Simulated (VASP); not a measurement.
Input of a VASP 6.6.1 run:

The input POSCAR:

```
BeTe
1.0
    3.9485673161      0.0000000000      0.0000000000
   -1.9742836580      3.4195596043      0.0000000000
    0.0000000000      0.0000000000      7.9777936416
Be Te
2 2
Direct
    0.3333333333      0.6666666667      0.2500000000
    0.6666666667      0.3333333333      0.7500000000
    0.6666666667      0.3333333333      0.2500000000
    0.3333333333      0.6666666667      0.7500000000
```

INCAR.step1

```
PREC = Accurate
ENCUT = 520
ISMEAR = 0
SIGMA = 0.01
LREAL = False
LASPH = True
NELM = 60
NBANDS = 16
GGA = PE
ALGO = Normal
EDIFF = 1E-4
LWAVE = True
LCHARG = False
```

INCAR.step2

```
PREC = Accurate
ENCUT = 520
EDIFF = 1E-7
ISMEAR = 0
SIGMA = 0.01
LREAL = False
LASPH = True
NELM = 60
ALGO = Normal
ISIF = 2
LWAVE = False
LCHARG = True
METAGGA = R2SCAN
LMIXTAU = True
LELF = True
LVHAR = True
NBANDS = 16
ISTART = 1
```

Contents of KPOINTS:

```
Automatic mesh
0
Gamma
  6 6 4
```

Potentials or basis: VASP PAW PBE potentials, release 64 (Be, Te).

Launch:

```bash
$ cat potpaw_PBE.64/Be/POTCAR potpaw_PBE.64/Te/POTCAR > POTCAR
$ cp INCAR.step1 INCAR
$ mpirun -np 1 vasp_std > vasp.out
$ cp INCAR.step2 INCAR
$ mpirun -np 1 vasp_std > vasp.out
```

Estimate the pressure.

3.1 GPa.

Predict the band gap on the k mesh.

3.00 eV, indirect (least direct gap 3.18 eV).

Stress tensor (GPa, compression positive):
```
4.52 0.00 0.00
0.00 4.52 0.00
0.00 0.00 0.39
```

Caveat: the PAW data sets were made with another functional, which shifts forces and pressure a little; spin-orbit coupling is left out, which moves the levels of the heavy elements. A k mesh can miss the band edges.
